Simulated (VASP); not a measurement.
FeO:

```
Fe O
1.0
     0.00000    2.16967    2.16967
     2.16967    0.00000    2.16967
     2.16967    2.16967    0.00000
Fe O
1 1
Cartesian
  0.0000 0.0000 0.0000
  2.1697 2.1697 2.1697
```

Base run:

- Program: VASP 6.6.1
- Functional: PBE
- Dispersion: D4
- Potentials or basis: VASP PAW PBE potentials, release 64 (Fe_sv, O)
- Cutoff: 700 eV
- k mesh: 11 × 11 × 11
- Occupations: fermi-dirac, width 0.05 eV
- Spin: collinear spin, ferromagnetic start
- Starting moments: [3.0, 0.0] μB

Its results: band gap on the k mesh zero (filled and empty bands overlap); pressure -9.0 GPa; net moment 4.00 μB per cell; site moments Fe +3.48; O +0.29 μB.

The run is repeated on the same cell with these changes: functional from PBE to PBEsol. What comes out?

Band gap on the k mesh zero (filled and empty bands overlap); pressure -15.2 GPa; net moment 4.00 μB per cell; site moments Fe +3.47; O +0.29 μB.

PBEsol binds more tightly than PBE, so the same cell stands under less pressure.

Caveats: the cell stands under tension; a cell with one magnetic atom can't hold antiferromagnetic order, which such compounds often take; semilocal functionals often make such compounds metallic where correlation or magnetic order opens a gap, which also shifts bond lengths; the PAW data sets were made with another functional, which shifts forces and pressure a little (at least some runs).
